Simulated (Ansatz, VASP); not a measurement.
## Two plane-wave programs on MgS

File INCAR:

```
ALGO = Normal
EDIFF = 1E-7
EDIFFG = -0.002
ENCUT = 600
GGA = PE
GGA_COMPAT = F
IBRION = 2
ISIF = 3
ISMEAR = 0
IVDW = 12
LASPH = T
LCHARG = F
LREAL = F
LWAVE = F
NELM = 120
NELMIN = 4
NSW = 100
PREC = Accurate
SIGMA = 0.02
```

Contents of KPOINTS:

```
k-points
0
Gamma
  8 8 8
```

File POSCAR:

```
MgS
1.0
    0.0000000000      2.6043975600      2.6043975600
    2.6043975600      0.0000000000      2.6043975600
    2.6043975600      2.6043975600      0.0000000000
Mg S
1 1
Direct
    0.0000000000      0.0000000000      0.0000000000
    0.5000000000      0.5000000000      0.5000000000
```

Input for Ansatz:

```yaml
crystal:
  lattice:
    - [0.0, 2.60439756, 2.60439756]
    - [2.60439756, 0.0, 2.60439756]
    - [2.60439756, 2.60439756, 0.0]
  atoms:
    - { symbol: Mg, position: [0.0, 0.0, 0.0] }
    - { symbol: S, position: [0.5, 0.5, 0.5] }
basis:
  ecutwfc: 420
kpoints:
  mp_grid: { grid: [8, 8, 8] }
hamiltonian:
  xc: pbe
  dispersion: d3bj
  pseudopotentials: { kind: paw, azcp: { folder: soft_1 } }
scf:
  occupations: { method: gaussian, width: 0.02 }
output:
  forces: true
  stress: true
  eigenvalues: true
  write_density: true
  write_potential: true
  elf: true
  volumetric_format: npy
relax:
  adjacent_minimum: "off"
  f_tol: 0.002
  max_steps: 80
  cell: { stress_tol: 0.02 }
```

Alike in both runs: task relaxation of cell and atoms; functional PBE; dispersion D3(BJ); k mesh 8 × 8 × 8; occupations gaussian, width 0.02 eV; no spin polarisation.

```csv
,VASP,Ansatz
version,VASP 6.6.1,Ansatz 0.2.0
potentials or method,"VASP PAW PBE potentials, release 64 (Mg, S), cutoff 600 eV","scalar-relativistic, plane waves, PAW"
valence electrons in the cell,8,16
```

```csv
,VASP,Ansatz,Ansatz less VASP
"gap on the k mesh at the Fermi level, each at its own relaxed structure (eV)",2.84,2.85,+0.005
relaxed volume (Å³/atom),17.06,17.12,+0.056
relaxed cell length with the largest relative difference (Å),3.641,3.645,+0.0040
```

VASP's potentials hold 8 valence electrons a cell and Ansatz's 16, so a difference there can come from the potentials and not from the codes.
